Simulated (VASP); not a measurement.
Set up this calculation in VASP 6.6.1, as the native input.

```
Task                   : single point
Functional             : LDA
Potentials or basis    : VASP PAW LDA potentials, release 64 (Si, O)
Cutoff                 : 520 eV
k mesh                 : 6 × 6 × 4
Occupations            : gaussian, width 0.02 eV
Spin                   : no spin polarisation
Dipole correction      : no
Further INCAR settings : ALGO = Normal; EDIFF = 1e-07; NBANDS = 44
```

The structure of SiO2 lies in POSCAR:

```
SiO2
1.0
    4.9405297414      0.0000000000      0.0000000000
    0.0000000000      4.9405297414      0.0000000000
    0.0000000000      0.0000000000      6.8596012179
Si O
4 8
Direct
    0.8048597405      0.8048597405      0.5000000000
    0.6951402595      0.3048597405      0.2500000000
    0.1951402595      0.1951402595      0.0000000000
    0.3048597405      0.6951402595      0.7500000000
    0.2628906942      0.3857667455      0.8162028594
    0.1142332545      0.7628906942      0.5662028594
    0.7371093058      0.6142332545      0.3162028594
    0.8857667455      0.2371093058      0.0662028594
    0.7628906942      0.1142332545      0.4337971406
    0.6142332545      0.7371093058      0.6837971406
    0.2371093058      0.8857667455      0.9337971406
    0.3857667455      0.2628906942      0.1837971406
```

One way to write it, as run:

INCAR

```
SYSTEM = SiO2
ALGO = Normal
EDIFF = 1E-7
ENCUT = 520
GGA = CA
ISIF = 2
ISMEAR = 0
LASPH = .True.
LCHARG = .False.
LREAL = .False.
LWAVE = .False.
NBANDS = 44
NELM = 100
PREC = Accurate
SIGMA = 0.02
```

KPOINTS

```
k-points
0
Gamma
  6 6 4
  0 0 0
```

Potentials or basis: VASP PAW LDA potentials, release 64 (Si, O).

Launch:

```sh
$ cat potpaw_LDA.64/Si/POTCAR potpaw_LDA.64/O/POTCAR > POTCAR
$ mpirun -np 1 vasp_std > vasp.out
```

Results of the run:

```
Pressure               : 0.6 GPa
Largest force          : 0.027 eV/Å
Band gap on the k mesh : 5.56 eV, direct
```

Run time: 6.9 min on 1 thread of AMD EPYC 7R13 (shared host), peak memory 0.27 GiB.
